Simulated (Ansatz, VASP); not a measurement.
# Two plane-wave programs on Te

File POSCAR:

```
Te
1.0
    2.3059043427      1.3313144930      1.6909537039
   -2.3059043427      1.3313144930      1.6909537039
    0.0000000000     -2.6626289860      1.6909537039
Te
1
Direct
    0.5000000000      0.5000000000      0.5000000000
```

The input INCAR.step1:

```
SYSTEM = Te
ALGO = Normal ; EDIFF = 1E-4
ENCUT = 520 ; GGA = PE
GGA_COMPAT = .FALSE. ; ISMEAR = 1
LASPH = .TRUE. ; LCHARG = .FALSE.
LREAL = .FALSE. ; LSORBIT = .TRUE.
LWAVE = .TRUE. ; MAGMOM = 0 0 0
NBANDS = 17 ; NELM = 150
PREC = Accurate ; SIGMA = 0.1
```

Contents of INCAR.step2:

```
SYSTEM = Te
ALGO = Normal ; BPARAM = 11.95
CPARAM = 0.0093 ; EDIFF = 1E-6
ENCUT = 520 ; GGA_COMPAT = .FALSE.
ISIF = 2 ; ISMEAR = 1
ISTART = 1 ; IVDW_NL = 2
LASPH = .TRUE. ; LCHARG = .FALSE.
LMIXTAU = .TRUE. ; LORBIT = 11
LORBMOM = .TRUE. ; LREAL = .FALSE.
LSORBIT = .TRUE. ; LUSE_VDW = .TRUE.
LWAVE = .FALSE. ; MAGMOM = 0 0 0
METAGGA = R2SCAN ; NBANDS = 17
NELM = 150 ; PREC = Accurate
SIGMA = 0.1
```

The input KPOINTS:

```
k-points
0
G
  9 9 9
  0 0 0
```

input.yaml

```yaml
crystal:
  lattice:
    - [2.3059043427, 1.331314493, 1.6909537039]
    - [-2.3059043427, 1.331314493, 1.6909537039]
    - [0.0, -2.662628986, 1.6909537039]
  atoms:
    - { symbol: Te, position: [0.5, 0.5, 0.5] }
hamiltonian:
  xc: r2scan
  pseudopotentials: { kind: paw_fr }
  dispersion: rvv10
magnetization:
  noncollinear: true
  spin_orbit: true
kpoints:
  mp_grid: { grid: [9, 9, 9] }
scf:
  occupations: { method: methfessel_paxton, width: 0.1 }
output:
  forces: true
  stress: true
  eigenvalues: true
```

Alike in both runs: task single point; functional r2SCAN; dispersion rVV10; k mesh 9 × 9 × 9; occupations methfessel-paxton of order 1, width 0.1 eV; non-collinear spin, spin-orbit coupling.

|  | VASP | Ansatz |
| --- | --- | --- |
| version | VASP 6.6.1 | Ansatz 0.2.0 |
| potentials or method | VASP PAW PBE potentials, release 64 (Te) | Ansatz PAW |
| plane-wave cutoff (eV) | 520 | 500 |
| valence electrons in the cell | 6 | 16 |

VASP gave:

* pressure (GPa): 1.6
* traceless stress, the component that is largest in VASP (GPa): -0.24
* net moment per atom (μB): 0.00

Q: Estimate Ansatz's values.

A: Pressure (GPa): 1.5; traceless stress, the component that is largest in VASP (GPa): -0.24; net moment per atom (μB): 0.00.

VASP's potentials were made for PBE, not for r2SCAN. VASP's potentials hold 6 valence electrons a cell and Ansatz's 16, so a difference there can come from the potentials and not from the codes.
